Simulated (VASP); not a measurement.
# AlAs: single point with PBE

The system is AlAs.

```
CELL_PARAMETERS angstrom
0.00000 2.83790 2.83790
2.83790 0.00000 2.83790
2.83790 2.83790 0.00000
ATOMIC_POSITIONS crystal
Al 0.00000 0.00000 0.00000
As 0.75000 0.75000 0.75000
```

```
Program             : VASP 6.6.1
Task                : single point
Functional          : PBE
Potentials or basis : VASP PAW PBE potentials, release 64 (Al, As)
Cutoff              : 500 eV
k mesh              : 4 × 4 × 4
Occupations         : fermi-dirac, width 0.051704 eV
Spin                : no spin polarisation
```

```json
{
  "Pressure": "2.4 GPa",
  "Band gap on the k mesh": "1.42 eV, indirect (least direct gap 1.99 eV)"
}
```

Levels at points of the mesh, in eV from the valence-band top:
| k point | band 2 | band 3 | band 4 | band 5 | band 6 | band 7 |
| --- | --- | --- | --- | --- | --- | --- |
| (0.00, 0.00, 0.00) | 0.00 | 0.00 | 0.00 | 1.99 | 4.25 | 4.25 |
| (0.50, 0.00, 0.00) | -5.55 | -0.82 | -0.82 | 2.10 | 4.65 | 4.65 |
| (0.50, 0.50, 0.00) | -5.42 | -2.17 | -2.17 | 1.42 | 2.27 | 10.26 |

It took 6.5 s on 1 thread of Intel(R) Xeon(R) Platinum 8559C (Emerald Rapids) (shared host), peak memory 0.16 GiB.

Caveat: the k points lie up to 0.48 Å⁻¹ apart. A k mesh can miss the band edges.
